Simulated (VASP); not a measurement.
# H2Os (Cmmm) in VASP: further runs

H2Os is run at these levels: PBE; tasks: relaxation of cell and atoms, single point.

Everything below comes from runs of VASP 6.6.1. Logs are shortened: lines on timing, memory, paths and dates and some standing lists are left out, and cuts for length are marked.

**1. The cell of the first run**

Symmetry: Cmmm, No. 65, orthorhombic system. Conventional cell: a = 3.603 Å, b = 5.009 Å, c = 2.506 Å, α = 90.00°, β = 90.00°, γ = 90.00°. Within 2.0 Å of H (site symmetry m2m) lie 1 H at 1.43 Å and 3 Os at 1.79 to 1.94 Å. Within 2.4 Å of Os (site symmetry mmm) lie 6 H at 1.79 to 1.94 Å.

The cell was generated, and may not be a known phase.

**2. Relaxation of cell and atoms, PBE**

Input file INCAR:

```
SYSTEM = H2Os
PREC = Accurate ; ENCUT = 600
EDIFF = 1E-6 ; ISMEAR = 0
SIGMA = 0.1 ; LREAL = .False.
LASPH = .True. ; NELM = 100
ALGO = Normal ; ISIF = 3
LWAVE = .False. ; LCHARG = .False.
GGA = PE ; IBRION = 2
NSW = 90 ; EDIFFG = -0.04
```

Input file KPOINTS:

```
Automatic mesh
0
Gamma
  6 6 6
  0 0 0
```

Input file POSCAR:

```
H2Os
1.0
    1.8013032626     -2.5045692009      0.0000000000
    1.8013032626      2.5045692009      0.0000000000
    0.0000000000      0.0000000000      2.5064091032
H Os
2 1
Direct
    0.8576475404      0.1423524596      0.5000000000
    0.1423524596      0.8576475404      0.5000000000
    0.5000000000      0.5000000000      0.5000000000
```

Potentials or basis: VASP PAW PBE potentials, release 64 (H, Os).

Command:

```console
$ cat potpaw_PBE.64/H/POTCAR potpaw_PBE.64/Os/POTCAR > POTCAR
$ mpirun -np 1 vasp_std > vasp.out
```

OUTCAR:

```text
SYSTEM = H2Os
   PREC = Accurate
   ENCUT = 600
   EDIFF = 1E-6
   ISMEAR = 0
   LREAL = .False.
   LASPH = .True.
   NELM = 100
   ISIF = 3
   GGA = PE
   IBRION = 2
   NSW = 90
   EDIFFG = -0.04

 ion  position               nearest neighbor table
   1  0.858  0.142  0.500-   3 1.79   3 1.94   3 1.94
   2  0.142  0.858  0.500-   3 1.79   3 1.94   3 1.94
   3  0.500  0.500  0.500-   1 1.79   2 1.79   2 1.94   1 1.94   2 1.94   1 1.94

  LATTYP: Found a base centered orthorhombic cell.
 ALAT       =     3.6026065252
 B/A-ratio  =     1.3904206209
 C/A-ratio  =     0.6957210247

  Lattice vectors:

 A1 = (   1.8013032626,  -2.5045692009,   0.0000000000)
 A2 = (   1.8013032626,   2.5045692009,   0.0000000000)
 A3 = (   0.0000000000,   0.0000000000,   2.5064091032)

Analysis of symmetry for initial positions (statically):
=====================================================================
 Subroutine PRICEL returns:
 Original cell was already a primitive cell.

 Routine SETGRP: Setting up the symmetry group for a
 base centered orthorhombic supercell.

 Subroutine GETGRP returns: Found  8 space group operations
 (whereof  8 operations were pure point group operations)
 out of a pool of  8 trial point group operations.

The static configuration has the point symmetry D_2h.

Analysis of symmetry for dynamics (positions and initial velocities):
=====================================================================
 Subroutine PRICEL returns:
 Original cell was already a primitive cell.

 Routine SETGRP: Setting up the symmetry group for a
 base centered orthorhombic supercell.

 Subroutine GETGRP returns: Found  8 space group operations
 (whereof  8 operations were pure point group operations)
 out of a pool of  8 trial point group operations.

The dynamic configuration has the point symmetry D_2h.

 Subroutine INISYM returns: Found  8 space group operations
 (whereof  8 operations are pure point group operations),
 and found     1 'primitive' translations

----------------------------------------------------------------------------------------

                                     Primitive cell

  volume of cell :      22.6153

  direct lattice vectors                    reciprocal lattice vectors
     1.801303263 -2.504569201  0.000000000     0.277576803 -0.199635131  0.000000000
     1.801303263  2.504569201  0.000000000     0.277576803  0.199635131  0.000000000
     0.000000000  0.000000000  2.506409103     0.000000000  0.000000000  0.398977166

  length of vectors
     3.085054347  3.085054347  2.506409103     0.341910905  0.341910905  0.398977166

  position of ions in fractional coordinates (direct lattice)
     0.857647540  0.142352460  0.500000000
     0.142352460  0.857647540  0.500000000
     0.500000000  0.500000000  0.500000000

  ion indices of the primitive-cell ions
   primitive index   ion index
                 1           1
                 2           2
                 3           3

----------------------------------------------------------------------------------------

 KPOINTS: Automatic mesh

Automatic generation of k-mesh.
 Grid dimensions read from file:
 generate k-points for:    6    6    6

 Generating k-lattice:

  Cartesian coordinates                     Fractional coordinates (reciprocal lattice)
     0.046262800 -0.033272522  0.000000000     0.166666667  0.000000000  0.000000000
     0.046262800  0.033272522  0.000000000     0.000000000  0.166666667  0.000000000
     0.000000000  0.000000000  0.066496194     0.000000000  0.000000000  0.166666667

  Length of vectors
     0.056985151  0.056985151  0.066496194

  Shift w.r.t. Gamma in fractional coordinates (k-lattice)
     0.000000000  0.000000000  0.000000000

 Subroutine IBZKPT returns following result:
 ===========================================

 Found     52 irreducible k-points:

 Following reciprocal coordinates:
            Coordinates               Weight
  0.000000  0.000000  0.000000      1.000000
  0.166667  0.000000  0.000000      4.000000
  0.333333 -0.000000  0.000000      4.000000
  0.500000 -0.000000  0.000000      2.000000
  0.166667  0.166667  0.000000      2.000000
  0.333333  0.166667  0.000000      4.000000
[... 16 lines left out ...]
  0.333333  0.333333  0.166667      4.000000
  0.500000  0.333333  0.166667      8.000000
 [... further k-points ...]
   k-points           NKPTS =     52   k-points in BZ     NKDIM =     52   number of bands    NBANDS=      9
   number of dos      NEDOS =    301   number of ions     NIONS =      3
   total plane-waves  NPLWV =  15680
   dimension x,y,z NGX =    28 NGY =   28 NGZ =   20
   dimension x,y,z NGXF=    56 NGYF=   56 NGZF=   40
   ions per type =               2   1
   NGX,Y,Z   is equivalent  to a cutoff of  15.09, 15.09, 13.27 a.u.
   NGXF,Y,Z  is equivalent  to a cutoff of  30.18, 30.18, 26.53 a.u.
 SYSTEM =  H2Os
   PREC   = accura    normal or accurate (medium, high low for compatibility)
   ISTART =      0    job   : 0-new  1-cont  2-samecut
   ICHARG =      2    charge: 1-file 2-atom 10-const
   ISPIN  =      1    spin polarized calculation?
   LNONCOLLINEAR =      F non collinear calculations
   LSORBIT =      F    spin-orbit coupling
   LASPH  =      T    aspherical Exc in radial PAW
   ENCUT  =  600.0 eV  44.10 Ry    6.64 a.u.   6.16  6.16  5.01*2*pi/ulx,y,z
   NELM   =    100;   NELMIN=  2; NELMDL= -5     # of ELM steps
   EDIFF  = 0.1E-05   stopping-criterion for ELM
   LREAL  =      F    real-space projection
   EDIFFG = -.4E-01   stopping-criterion for IOM
   NSW    =     90    number of steps for IOM
   IBRION =      2    ionic relax: 0-MD 1-quasi-New 2-CG
   NFREE  =      1    steps in history (QN), initial steepest desc. (CG)
   ISIF   =      3    stress and relaxation
   ISYM   =      2    0-nonsym 1-usesym 2-fastsym
   POTIM  = 0.5000    time-step for ionic-motion
   TEBEG  =    0.0;   TEEND  =   0.0 temperature during run
   PSTRESS=    0.0 pullay stress
   NELECT =      10.0000    total number of electrons
   NUPDOWN=      -1.0000    fix difference up-down
   EMIN   =  10.00;   EMAX   =-10.00  energy-range for DOS
   EFERMI =   0.00;   METHOD = LEGACY
   ISMEAR =     0;   SIGMA  =   0.10  broadening in eV -4-tet -1-fermi 0-gaus
   EFERMI_NEDOS =   21; number of points for ismear=-14 and -15
   IALGO  =     38    algorithm
   IMIX   =      4    mixing-type and parameters
     AMIX     =   0.40;   BMIX     =  1.00
     AMIX_MAG =   1.60;   BMIX_MAG =  1.00
  volume/ion in A,a.u.               =       7.54        50.87
  Fermi-wavevector in a.u.,A,eV,Ry     =   1.247214  2.356892 21.164436  1.555542
  Thomas-Fermi vector in A             =   2.381356
   LORBIT       =      0    0 simple, 1 ext, 2 COOP (PROOUT), +10 PAW based schemes
   GGA     = PE    functional components
   LHFCALC =     F    Hartree Fock is set to
   AEXX    =    0.0000 exact exchange contribution
   IVDW    =     0    specifies the selected vdW correction
   LEPSILON=     F    determine dielectric tensor
   LRPA    =     F    only Hartree local field effects (RPA)
 conjugate gradient relaxation of ions
 non-spin polarized calculation
 Gauss-broadening in eV      SIGMA  =   0.10
  energy-cutoff  :      600.00
  volume of cell :       22.62
 maximum number of plane-waves:       782
 NGX is ok and might be reduce to    28
   NGX = 13   NGY = 13   NGZ = 11

--------------------------------------- Ionic step        1  -------------------------------------------

 number of electron      10.0000000 magnetization

 Free energy of the ion-electron system (eV)
  ---------------------------------------------------
  ext. energy  EPLUGINS =         0.00000000
  ---------------------------------------------------
  free energy    TOTEN  =       -15.72923740 eV

  energy without entropy =      -15.71922778  energy(sigma->0) =      -15.72423259

------------------------ aborting loop because EDIFF is reached ----------------------------------------

  FORCE on cell =-STRESS in cart. coord.  units (eV):
  Direction    XX          YY          ZZ          XY          YZ          ZX
  --------------------------------------------------------------------------------------
  -------------------------------------------------------------------------------------
  Total        0.0418898     -0.7783122      2.2823345     -0.0000000      0.0000000      0.0000000
  in kB        2.9676800    -55.1394714    161.6918206     -0.0000000      0.0000000      0.0000000
  external PRESSURE =      36.5066764 kB  Pullay stress =       0.0000000 kB

 VOLUME and BASIS-vectors are now :
 -----------------------------------------------------------------------------
  energy-cutoff  :      600.00
  volume of cell :       22.62
      direct lattice vectors                 reciprocal lattice vectors
     1.801303263 -2.504569201  0.000000000     0.277576803 -0.199635131  0.000000000
     1.801303263  2.504569201  0.000000000     0.277576803  0.199635131  0.000000000
     0.000000000  0.000000000  2.506409103     0.000000000  0.000000000  0.398977166
[... 186 lines left out ...]
 POSITION                                       TOTAL-FORCE (eV/Angst)
 -----------------------------------------------------------------------------------
      1.80450     -1.76875      1.30115         0.000000     -0.013986      0.000000
      1.80450      1.76875      1.30115         0.000000      0.013986     -0.000000
      1.80450      0.00000      1.30115        -0.000000      0.000000      0.000000
 -----------------------------------------------------------------------------------
    total drift:                                0.000000      0.000000      0.000000

  FREE ENERGIE OF THE ION-ELECTRON SYSTEM (eV)
  ---------------------------------------------------
  free  energy   TOTEN  =       -15.7771523178 eV

  energy  without entropy=      -15.7671763436  energy(sigma->0) =      -15.77216433

--------------------------------------- Ionic step        7  -------------------------------------------

 number of electron      10.0000001 magnetization

 Free energy of the ion-electron system (eV)
  ---------------------------------------------------
  ext. energy  EPLUGINS =         0.00000000
  ---------------------------------------------------
  free energy    TOTEN  =       -15.77730260 eV

  energy without entropy =      -15.76730974  energy(sigma->0) =      -15.77230617

 E-fermi :   5.7792     XC(G=0): -12.1391

 val. band max:        5.7432472151   @ k =   0.5000   0.5000   0.0000
 cond. band min:       5.7948106602   @ k =   0.3333   0.3333   0.1667
 fundamental gap:      0.0515634451
 Fermi energy:         5.7792181915

 k-point     1 :       0.0000    0.0000    0.0000
  band No.  band energies     occupation
      1      -6.8086      2.00000
      2       0.2885      2.00000
      3       1.3929      2.00000
      4       3.8551      2.00000
      5       6.9901      0.00000
      6       7.0045      0.00000
      7       7.1370      0.00000
      8      16.6384      0.00000
      9      17.4417      0.00000

 k-point     2 :       0.1667    0.0000    0.0000
  band No.  band energies     occupation
      1      -6.1606      2.00000
      2       0.3975      2.00000
      3       0.8092      2.00000
      4       3.4256      2.00000
      5       6.6714      0.00000
      6       7.0742      0.00000
      7       8.8005      0.00000
      8      13.3124      0.00000
      9      18.0029      0.00000
[... 253 lines left out ...]
 k-point    24 :       0.5000    0.3333    0.1667
  band No.  band energies     occupation
      1      -3.6302      2.00000
      2       0.1339      2.00000
      3       2.3483      2.00000
      4       4.2920      2.00000
      5       4.9701      2.00000
      6       6.6651      0.00000
      7       8.5954      0.00000
      8      10.8808      0.00000
      9      16.7670      0.00000

 [... further k-points ...]
[... 5 lines left out ...]
  --------------------------------------------------------------------------------------
  -------------------------------------------------------------------------------------
  Total        0.1121512     -0.0516987     -0.0790678     -0.0000000      0.0000000      0.0000000
  in kB        7.8113026     -3.6008041     -5.5070546     -0.0000000      0.0000000      0.0000000
  external PRESSURE =      -0.4321854 kB  Pullay stress =       0.0000000 kB

 VOLUME and BASIS-vectors are now :
 -----------------------------------------------------------------------------
  energy-cutoff  :      600.00
  volume of cell :       23.00
      direct lattice vectors                 reciprocal lattice vectors
     1.806955369 -2.444911091  0.000000000     0.276708550 -0.204506414  0.000000000
     1.806955369  2.444911091  0.000000000     0.276708550  0.204506414  0.000000000
     0.000000000  0.000000000  2.603457364     0.000000000  0.000000000  0.384104619

 POSITION                                       TOTAL-FORCE (eV/Angst)
 -----------------------------------------------------------------------------------
      1.80696     -1.77116      1.30173         0.000000      0.020113     -0.000000
      1.80696      1.77116      1.30173         0.000000     -0.020113      0.000000
      1.80696      0.00000      1.30173        -0.000000      0.000000     -0.000000
 -----------------------------------------------------------------------------------
    total drift:                                0.000000      0.000000      0.000000

  FREE ENERGIE OF THE ION-ELECTRON SYSTEM (eV)
  ---------------------------------------------------
  free  energy   TOTEN  =       -15.7773025964 eV

  energy  without entropy=      -15.7673097352  energy(sigma->0) =      -15.77230617

 reached required accuracy - stopping structural energy minimisation
```

It took 79 s on 1 thread of Intel Xeon 8259CL, shared host; peak memory 0.16 GiB.

Results:

| Property | Result |
| --- | --- |
| Free energy | -15.7773 eV |
| Relaxed volume | 7.67 Å³/atom |
| Relaxed cell | a = 3.040 Å, b = 3.040 Å, c = 2.603 Å, α = 90.00°, β = 90.00°, γ = 107.07° |
| Space group after relaxing (to 0.1 Å) | Cmmm (No. 65) |
| Energy gained by relaxing | 16.0 meV/atom |
| Ionic steps | 7 |
| Pressure after relaxing | 0.0 GPa |
| Largest force after relaxing | 0.020 eV/Å |
| Band gap on the k mesh | zero (bands 5 and 6 overlap by 2.55 eV) |

Forces in eV/Å, atoms in the order of the input:
```
H    0.000  0.020  0.000
H    0.000 -0.020  0.000
Os   0.000  0.000  0.000
```

Stress tensor (GPa, compression positive):
```
 0.78  0.00  0.00
 0.00 -0.36  0.00
 0.00  0.00 -0.55
```

The path:
| step | energy change (eV) | largest force (eV/Å) | pressure (GPa) | volume (Å³) |
| --- | --- | --- | --- | --- |
| 1 | 0.0000 | 0.0245 | 3.65 | 22.62 |
| 2 | -0.0435 | 0.1229 | -1.19 | 23.17 |
| 3 | -0.0436 | 0.1254 | -1.31 | 23.18 |
| 4 | -0.0461 | 0.1055 | 0.35 | 22.99 |
| 5 | -0.0464 | 0.0969 | 1.04 | 22.92 |
| 6 | -0.0479 | 0.0140 | 0.25 | 22.98 |
| 7 | -0.0481 | 0.0201 | -0.04 | 23.00 |

Final structure:
```xyz
3
Lattice="1.8070 -2.4449 0.0000 1.8070 2.4449 0.0000 0.0000 0.0000 2.6035" Properties=species:S:1:pos:R:3 pbc="T T T"
H     1.8070   -1.7712    1.3017
H     1.8070    1.7712    1.3017
Os    1.8070    0.0000    1.3017
```

Caveat: the k points lie up to 0.40 Å⁻¹ apart in the final cell, too coarse for converged energies and pressures of a metal; spin-orbit coupling is left out, which moves the levels of the heavy elements.

**3. Single point, PBE, collinear spin**

This run uses another cell than the first one, of 7.64 Å³/atom.

Input file INCAR:

```
SYSTEM = H2Os
PREC     = Accurate       ! precision mode
ENCUT    = 520            ! plane-wave cutoff, eV
EDIFF    = 1E-7           ! SCF threshold, eV
ISMEAR   = 0              ! smearing method
SIGMA    = 0.1            ! smearing width, eV
LREAL    = .False.        ! projectors in reciprocal space
LASPH    = .True.         ! aspherical terms in the spheres
NELM     = 150            ! most SCF steps
ALGO     = Normal         ! electronic algorithm
ISIF     = 2              ! what is computed and relaxed
LWAVE    = .False.        ! write WAVECAR
LCHARG   = .False.        ! write CHGCAR
ISPIN    = 2              ! spin polarisation
MAGMOM   = 0 0 1          ! initial moments
LORBIT   = 11             ! projections on sites
LMAXMIX  = 4              ! l up to which the mixer works
GGA      = PE             ! functional
NBANDS   = 16             ! bands
```

Input file KPOINTS:

```
regular mesh
0
Gamma
  6 6 6
  0 0 0
```

Input file POSCAR:

```
H2Os
1.0
    1.8099708155     -2.4378256614      0.0000000000
    1.8099708155      2.4378256614      0.0000000000
    0.0000000000      0.0000000000      2.5981579021
H Os
2 1
Direct
    0.8620182028      0.1379817972      0.5000000000
    0.1379817972      0.8620182028      0.5000000000
    0.5000000000      0.5000000000      0.5000000000
```

Potentials or basis: VASP PAW PBE potentials, release 64 (H, Os).

Command:

```console
$ cat potpaw_PBE.64/H/POTCAR potpaw_PBE.64/Os/POTCAR > POTCAR
$ mpirun -np 1 vasp_std > vasp.out
```

Wall time 48 s (1 thread of Intel Xeon 8259CL, shared host); peak memory 0.16 GiB.

The run converged. Its results:

| Quantity | Value |
| --- | --- |
| Free energy | -15.7760 eV |
| Pressure | 0.5 GPa |
| Largest force | 0.020 eV/Å |
| Band gap on the k mesh | zero (filled and empty bands overlap) |
| Net moment | 0.00 μB per cell |
| Valence electrons inside the program's atomic spheres | H 0.56; Os 7.30 |

Forces in eV/Å, atoms in the order of the input:
```
H    0.000 -0.020  0.000
H    0.000  0.020  0.000
Os   0.000  0.000  0.000
```

Stress tensor (GPa, compression positive):
```
0.77 0.00 0.00
0.00 0.86 0.00
0.00 0.00 0.01
```

Levels at points of the mesh, in eV from the Fermi level:
Spin up:
| k point | band 3 | band 4 | band 5 | band 6 | band 7 | band 8 |
| --- | --- | --- | --- | --- | --- | --- |
| (0.00, 0.00, 0.00) | -4.42 | -1.90 | 1.23 | 1.23 | 1.37 | 10.83 |
| (0.50, 0.00, 0.00) | -5.10 | -1.71 | -0.04 | 1.29 | 1.83 | 7.80 |
| (0.50, 0.50, 0.00) | -4.84 | -0.03 | 0.62 | 0.64 | 2.89 | 3.72 |
| (0.00, 0.00, 0.50) | -2.28 | -1.94 | -1.29 | -1.26 | 2.59 | 5.53 |
| (0.50, 0.00, 0.50) | -5.32 | -2.14 | -1.04 | 1.82 | 3.32 | 7.61 |
| (0.50, 0.50, 0.50) | -3.59 | -2.37 | 1.01 | 2.19 | 4.96 | 7.58 |
Spin down:
```csv
k point,band 2,band 3,band 4,band 5,band 6,band 7,band 8,band 9
"(0.00, 0.00, 0.00)",-5.53,-4.42,-1.90,1.23,1.23,1.37,10.83,11.62
"(0.50, 0.00, 0.00)",-8.16,-5.10,-1.71,-0.04,1.29,1.83,7.80,11.17
"(0.50, 0.50, 0.00)",-4.86,-4.84,-0.03,0.62,0.64,2.89,3.72,8.59
"(0.00, 0.00, 0.50)",-3.46,-2.28,-1.94,-1.29,-1.26,2.59,5.53,13.71
"(0.50, 0.00, 0.50)",-6.14,-5.32,-2.14,-1.04,1.82,3.32,7.61,10.53
"(0.50, 0.50, 0.50)",-5.05,-3.59,-2.37,1.01,2.19,4.96,7.58,8.43
```

Caveat: the k points lie up to 0.40 Å⁻¹ apart, too coarse for converged energies and pressures of a metal; spin-orbit coupling is left out, which moves the levels of the heavy elements.

The gap in the log of VASP goes by the Fermi energy; the results here count the filled bands.